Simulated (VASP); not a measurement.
# Ta (I4_1/amd) in VASP: density of states with PBE

Aim: the density of states of Ta with PBE.

All numbers are computed with VASP 6.6.1; they aren't measurements. Logs are shortened: lines on timing, memory, paths and dates and some standing lists are left out, and cuts for length are marked.

**1. The cell of the first run**

The structure is tetragonal, space group I4_1/amd (No. 141). The conventional cell has a = 4.217 Å, b = 4.217 Å, c = 2.302 Å, α = 90.00°, β = 90.00°, γ = 90.00°. Within 2.9 Å of Ta (site symmetry -4m2) lie 10 Ta at 2.19 to 2.73 Å.

**2. Density of states, PBE (volume scaled by 0.52)**

POSCAR

```
Ta
1.0
   -2.1084615846      2.1084615846      1.1512227636
    2.1084615846     -2.1084615846      1.1512227636
    2.1084615846      2.1084615846     -1.1512227636
Ta
2
Direct
   -0.3750000000     -0.1250000000     -0.2500000000
    0.3750000000      0.1250000000      0.2500000000
```

INCAR.step1

```
SYSTEM = Ta
ALGO = Normal ; EDIFF = 1E-6
ENCUT = 520 ; GGA = PE
ISIF = 2 ; ISMEAR = -1
LASPH = .TRUE. ; LCHARG = .TRUE.
LMAXMIX = 4 ; LREAL = .FALSE.
LWAVE = .FALSE. ; NBANDS = 18
NELM = 60 ; PREC = Accurate
SIGMA = 0.1
```

KPOINTS.step1

```
k-points
0
G
  17 17 17
  0 0 0
```

INCAR.step2

```
SYSTEM = Ta
ALGO = Normal ; EDIFF = 1E-6
ENCUT = 520 ; GGA = PE
ICHARG = 11 ; ISIF = 2
ISMEAR = -5 ; LASPH = .TRUE.
LCHARG = .FALSE. ; LMAXMIX = 4
LORBIT = 10 ; LREAL = .FALSE.
LWAVE = .FALSE. ; NBANDS = 18
NEDOS = 2001 ; NELM = 60
PREC = Accurate ; SIGMA = 0.1
```

KPOINTS.step2

```
k-points
0
G
  26 26 26
  0 0 0
```

Potentials or basis: VASP PAW PBE potentials, release 64 (Ta_pv).

Run with:

```console
> cat potpaw_PBE.64/Ta_pv/POTCAR > POTCAR
> cp INCAR.step1 INCAR
> cp KPOINTS.step1 KPOINTS
> mpirun -np 1 vasp_std > vasp.out
> cp INCAR.step2 INCAR
> cp KPOINTS.step2 KPOINTS
> mpirun -np 1 vasp_std > vasp.out
```

OUTCAR:

```text
SYSTEM = Ta
   EDIFF = 1E-6
   ENCUT = 520
   GGA = PE
   ICHARG = 11
   ISIF = 2
   ISMEAR = -5
   LASPH = .TRUE.
   LORBIT = 10
   LREAL = .FALSE.
   NELM = 60
   PREC = Accurate

 ion  position               nearest neighbor table
   1  0.625  0.875  0.750-   2 2.19   2 2.19   2 2.19   2 2.19   2 2.73   2 2.73   2 2.73   2 2.73
                             2 3.57   2 3.57
   2  0.375  0.125  0.250-   1 2.19   1 2.19   1 2.19   1 2.19   1 2.73   1 2.73   1 2.73   1 2.73
                             1 3.57   1 3.57

  LATTYP: Found a body centered tetragonal cell.
 ALAT       =     4.2169231692
 C/A-ratio  =     0.5460012988

  Lattice vectors:

 A1 = (  -2.1084615846,   2.1084615846,   1.1512227636)
 A2 = (   2.1084615846,  -2.1084615846,   1.1512227636)
 A3 = (   2.1084615846,   2.1084615846,  -1.1512227636)

Analysis of symmetry for initial positions (statically):
=====================================================================
 Subroutine PRICEL returns:
 Original cell was already a primitive cell.

 Routine SETGRP: Setting up the symmetry group for a
 body centered tetragonal supercell.

 Subroutine GETGRP returns: Found 16 space group operations
 (whereof  4 operations were pure point group operations)
 out of a pool of 16 trial point group operations.

The static configuration has the point symmetry C_2h.
 The point group associated with its full space group is D_4h.

Analysis of symmetry for dynamics (positions and initial velocities):
=====================================================================
 Subroutine PRICEL returns:
 Original cell was already a primitive cell.

 Routine SETGRP: Setting up the symmetry group for a
 body centered tetragonal supercell.

 Subroutine GETGRP returns: Found 16 space group operations
 (whereof  4 operations were pure point group operations)
 out of a pool of 16 trial point group operations.

The dynamic configuration has the point symmetry C_2h.
 The point group associated with its full space group is D_4h.

 Subroutine INISYM returns: Found 16 space group operations
 (whereof  4 operations are pure point group operations),
 and found     1 'primitive' translations

----------------------------------------------------------------------------------------

                                     Primitive cell

  volume of cell :      20.4716

  direct lattice vectors                    reciprocal lattice vectors
    -2.108461585  2.108461585  1.151222764     0.000000000  0.237139725  0.434320807
     2.108461585 -2.108461585  1.151222764     0.237139725  0.000000000  0.434320807
     2.108461585  2.108461585 -1.151222764     0.237139725  0.237139725  0.000000000

  length of vectors
     3.196331391  3.196331391  3.196331391     0.494843220  0.494843220  0.335366215

  position of ions in fractional coordinates (direct lattice)
     0.625000000  0.875000000  0.750000000
     0.375000000  0.125000000  0.250000000

  ion indices of the primitive-cell ions
   primitive index   ion index
                 1           1
                 2           2

----------------------------------------------------------------------------------------

 KPOINTS: k-points

Automatic generation of k-mesh.
 Grid dimensions read from file:
 generate k-points for:   26   26   26

 Generating k-lattice:

  Cartesian coordinates                     Fractional coordinates (reciprocal lattice)
     0.000000000  0.009120759  0.016704646     0.038461538  0.000000000 -0.000000000
     0.009120759  0.000000000  0.016704646     0.000000000  0.038461538 -0.000000000
     0.009120759  0.009120759  0.000000000     0.000000000  0.000000000  0.038461538

  Length of vectors
     0.019032432  0.019032432  0.012898701

  Shift w.r.t. Gamma in fractional coordinates (k-lattice)
     0.000000000  0.000000000  0.000000000

 TETIRR: Found  43137 inequivalent tetrahedra from   105456

 Subroutine IBZKPT returns following result:
 ===========================================

 Found   1330 irreducible k-points:

 Following reciprocal coordinates:
            Coordinates               Weight
  0.000000  0.000000  0.000000      1.000000
  0.038462  0.000000  0.000000      8.000000
  0.076923  0.000000  0.000000      8.000000
  0.115385  0.000000 -0.000000      8.000000
  0.153846  0.000000  0.000000      8.000000
  0.192308 -0.000000  0.000000      8.000000
[... 16 lines left out ...]
  0.346154  0.038462 -0.000000     16.000000
  0.384615  0.038462  0.000000     16.000000
 [... further k-points ...]
   k-points           NKPTS =   1330   k-points in BZ     NKDIM =   1330   number of bands    NBANDS=     18
   number of dos      NEDOS =   2001   number of ions     NIONS =      2
   total plane-waves  NPLWV =  13824
   dimension x,y,z NGX =    24 NGY =   24 NGZ =   24
   dimension x,y,z NGXF=    48 NGYF=   48 NGZF=   48
   ions per type =               2
   NGX,Y,Z   is equivalent  to a cutoff of  12.48, 12.48, 12.48 a.u.
   NGXF,Y,Z  is equivalent  to a cutoff of  24.97, 24.97, 24.97 a.u.
 SYSTEM =  Ta
   PREC   = accura    normal or accurate (medium, high low for compatibility)
   ISTART =      0    job   : 0-new  1-cont  2-samecut
   ICHARG =     11    charge: 1-file 2-atom 10-const
   ISPIN  =      1    spin polarized calculation?
   LNONCOLLINEAR =      F non collinear calculations
   LSORBIT =      F    spin-orbit coupling
   LASPH  =      T    aspherical Exc in radial PAW
   ENCUT  =  520.0 eV  38.22 Ry    6.18 a.u.   5.94  5.94  5.94*2*pi/ulx,y,z
   NELM   =     60;   NELMIN=  2; NELMDL=  0     # of ELM steps
   EDIFF  = 0.1E-05   stopping-criterion for ELM
   LREAL  =      F    real-space projection
   EDIFFG = 0.1E-04   stopping-criterion for IOM
   NSW    =      0    number of steps for IOM
   IBRION =     -1    ionic relax: 0-MD 1-quasi-New 2-CG
   NFREE  =      0    steps in history (QN), initial steepest desc. (CG)
   ISIF   =      2    stress and relaxation
   ISYM   =      2    0-nonsym 1-usesym 2-fastsym
   POTIM  = 0.5000    time-step for ionic-motion
   TEBEG  =    0.0;   TEEND  =   0.0 temperature during run
   PSTRESS=    0.0 pullay stress
   NELECT =      22.0000    total number of electrons
   NUPDOWN=      -1.0000    fix difference up-down
   EMIN   =  10.00;   EMAX   =-10.00  energy-range for DOS
   EFERMI =   0.00;   METHOD = LEGACY
   ISMEAR =    -5;   SIGMA  =   0.10  broadening in eV -4-tet -1-fermi 0-gaus
   EFERMI_NEDOS =   21; number of points for ismear=-14 and -15
   IALGO  =     38    algorithm
   IMIX   =      4    mixing-type and parameters
     AMIX     =   0.40;   BMIX     =  1.00
     AMIX_MAG =   1.60;   BMIX_MAG =  1.00
  volume/ion in A,a.u.               =      10.24        69.07
  Fermi-wavevector in a.u.,A,eV,Ry     =   1.676868  3.168821 38.258024  2.811885
  Thomas-Fermi vector in A             =   2.761235
   LORBIT       =     10    0 simple, 1 ext, 2 COOP (PROOUT), +10 PAW based schemes
   GGA     = PE    functional components
   LHFCALC =     F    Hartree Fock is set to
   AEXX    =    0.0000 exact exchange contribution
   IVDW    =     0    specifies the selected vdW correction
   LEPSILON=     F    determine dielectric tensor
   LRPA    =     F    only Hartree local field effects (RPA)
 non-spin polarized calculation
 Fermi weights with tetrahedron method with Bloechl corrections
  energy-cutoff  :      520.00
  volume of cell :       20.47
 maximum number of plane-waves:       565

 number of electron      21.9999997 magnetization

 Free energy of the ion-electron system (eV)
  ---------------------------------------------------
  ext. energy  EPLUGINS =         0.00000000
  ---------------------------------------------------
  free energy    TOTEN  =        -9.26703478 eV

  energy without entropy =       -9.26703478  energy(sigma->0) =       -9.26703478

 E-fermi :  12.1337     XC(G=0): -15.7427

 val. band max:       12.2833861546   @ k =   0.5000   0.5000   0.0769
 cond. band min:      11.9423746661   @ k =   0.5000   0.5000   0.3462
 fundamental gap:     -0.3410114885
 Fermi energy:        12.1336662989

 k-point     1 :       0.0000    0.0000    0.0000
  band No.  band energies     occupation
      1     -25.3289      2.00000
      2     -25.3289      2.00000
      3     -20.0597      2.00000
      4     -19.9854      2.00000
      5     -19.7459      2.00000
      6     -19.7459      2.00000
[... 10 lines left out ...]
     17      26.3001      0.00000
     18      26.3014      0.00000

 k-point     2 :       0.0385    0.0000    0.0000
  band No.  band energies     occupation
      1     -25.3228      2.00000
      2     -25.2992      2.00000
      3     -20.1643      2.00000
      4     -20.0848      2.00000
      5     -19.7534      2.00000
      6     -19.7420      2.00000
[... 10 lines left out ...]
     17      25.8832      0.00000
     18      26.2417      0.00000

 k-point     3 :       0.0769    0.0000    0.0000
  band No.  band energies     occupation
      1     -25.3049      2.00000
      2     -25.2120      2.00000
      3     -20.4493      2.00000
      4     -20.3635      2.00000
      5     -19.7985      2.00000
      6     -19.7307      2.00000
[... 10 lines left out ...]
     17      25.1759      0.00000
     18      26.2335      0.00000

 k-point     4 :       0.1154    0.0000   -0.0000
  band No.  band energies     occupation
      1     -25.2755      2.00000
      2     -25.0727      2.00000
      3     -20.8977      2.00000
      4     -20.7571      2.00000
      5     -19.8942      2.00000
      6     -19.7131      2.00000
[... 375 lines left out ...]
      4     -22.9590      2.00000
      5     -20.7142      2.00000
      6     -19.6232      2.00000
[... 10 lines left out ...]
     17      24.8628      0.00000
     18      26.9992      0.00000

 k-point    23 :       0.3462    0.0385   -0.0000
  band No.  band energies     occupation
      1     -25.2417      2.00000
      2     -24.8318      2.00000
      3     -24.3424      2.00000
      4     -22.8191      2.00000
      5     -20.8809      2.00000
      6     -19.6080      2.00000
[... 10 lines left out ...]
     17      24.6534      0.00000
     18      27.0462      0.00000

 k-point    24 :       0.3846    0.0385    0.0000
  band No.  band energies     occupation
      1     -25.5180      2.00000
      2     -24.8117      2.00000
      3     -24.5732      2.00000
      4     -22.6245      2.00000
      5     -21.0415      2.00000
      6     -19.5955      2.00000
[... 10 lines left out ...]
     17      24.4332      0.00000
     18      27.0747      0.00000

 [... further k-points ...]

------------------------ aborting loop because EDIFF is reached ----------------------------------------

  FORCE on cell =-STRESS in cart. coord.  units (eV):
  Direction    XX          YY          ZZ          XY          YZ          ZX
  --------------------------------------------------------------------------------------
  -------------------------------------------------------------------------------------
  Total       48.6195140     48.6195140     48.7775642      0.0000000      0.0000000      0.0000000
  in kB     3805.1383394   3805.1383394   3817.5079194      0.0000000      0.0000000      0.0000000
  external PRESSURE =    3809.2615327 kB  Pullay stress =       0.0000000 kB

 VOLUME and BASIS-vectors are now :
 -----------------------------------------------------------------------------
  energy-cutoff  :      520.00
  volume of cell :       20.47
      direct lattice vectors                 reciprocal lattice vectors
    -2.108461585  2.108461585  1.151222764     0.000000000  0.237139725  0.434320807
     2.108461585 -2.108461585  1.151222764     0.237139725  0.000000000  0.434320807
     2.108461585  2.108461585 -1.151222764     0.237139725  0.237139725  0.000000000

 POSITION                                       TOTAL-FORCE (eV/Angst)
 -----------------------------------------------------------------------------------
      2.10846      1.05423      0.86342         0.000000     -0.000000     -0.000000
      0.00000      1.05423      0.28781        -0.000000      0.000000      0.000000
 -----------------------------------------------------------------------------------
    total drift:                               -0.000000      0.000000      0.000000

  FREE ENERGIE OF THE ION-ELECTRON SYSTEM (eV)
  ---------------------------------------------------
  free  energy   TOTEN  =        -9.2670347794 eV

  energy  without entropy=       -9.2670347794  energy(sigma->0) =       -9.26703478

 total charge

# of ion       s       p       d       tot
------------------------------------------
    1        0.543   6.330   3.894  10.766
    2        0.543   6.330   3.894  10.766
--------------------------------------------------
tot          1.085  12.659   7.787  21.531
```

Wall time 6.5 min (1 thread of Intel Xeon 8259CL, shared host); peak memory 0.61 GiB.

Results:

```yaml
Valence_electrons_inside_the_program's_atomic_spheres: Ta 10.77
```

Levels at points of the mesh, in eV from the Fermi level:
```
           k point  band 8  band 9  band 10  band 11  band 12  band 13  band 14  band 15
(0.00, 0.00, 0.00)   -9.95   -6.01    -5.04    -3.71     3.34     3.34     3.98     3.98
(0.50, 0.00, 0.00)   -8.02   -5.33    -2.29    -0.66     1.56     3.57     3.93     9.01
(0.50, 0.50, 0.00)   -6.67   -3.81    -3.81     0.50     0.50     3.58     3.58     7.25
(0.50, 0.50, 0.50)   -6.44   -2.80    -2.80     1.89     1.89     2.96     2.96     6.02
```

Caveat: spin-orbit coupling is left out, which moves the levels of the heavy elements; tetrahedron occupations give inexact forces and stress in metals.
